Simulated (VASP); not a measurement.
Runs of VASP 6.6.1 on Pb. The structure is that of space group P6_3/mmc (No. 194), or close to it. The cells are those of the table. 

```csv
level,potentials or basis,cell,smearing,gap on the mesh (eV),pressure (GPa)
PBEsol,"VASP PAW PBE potentials, release 64 (Pb_d)","a = 3.409, b = 3.409, c = 5.476 Å, angles 90.0, 90.0, 120.0°, 2 atoms",fermi-dirac 0.05 eV,none,4.7
LDA,"VASP PAW LDA potentials, release 64 (Pb_d)","a = 3.480, b = 3.480, c = 5.590 Å, angles 90.0, 90.0, 120.0°, 2 atoms",fermi-dirac 0.05 eV,none,(a)
RPBE,"VASP PAW PBE potentials, release 64 (Pb_d)","a = 3.480, b = 3.480, c = 5.590 Å, angles 90.0, 90.0, 120.0°, 2 atoms",gaussian 0.1 eV,none,5.7
PBE,"VASP PAW PBE potentials, release 64 (Pb_d)","a = 3.480, b = 3.480, c = 5.590 Å, angles 90.0, 90.0, 120.0°, 2 atoms",fermi-dirac 0.05 eV,none,4.1
LDA,"VASP PAW LDA potentials, release 64 (Pb_d)","a = 3.393, b = 3.393, c = 5.791 Å, angles 90.0, 90.0, 120.0°, 2 atoms",fermi-dirac 0.05 eV,none,(b)
```

Alike in all rows: task single point; no spin polarisation; k mesh 9 × 9 × 5; cutoff (eV) 520.

Task: Fill in the values left out.

Result: (a) -0.5; (b) 0.1.

Caveats: spin-orbit coupling is left out, which moves the levels of the heavy elements; the PAW data sets were made with another functional, which shifts forces and pressure a little (some runs).

A k mesh can miss the band edges, and the runs leave out spin-orbit coupling on Pb.

A gap of «none» marks levels without a gap at the run's occupations.
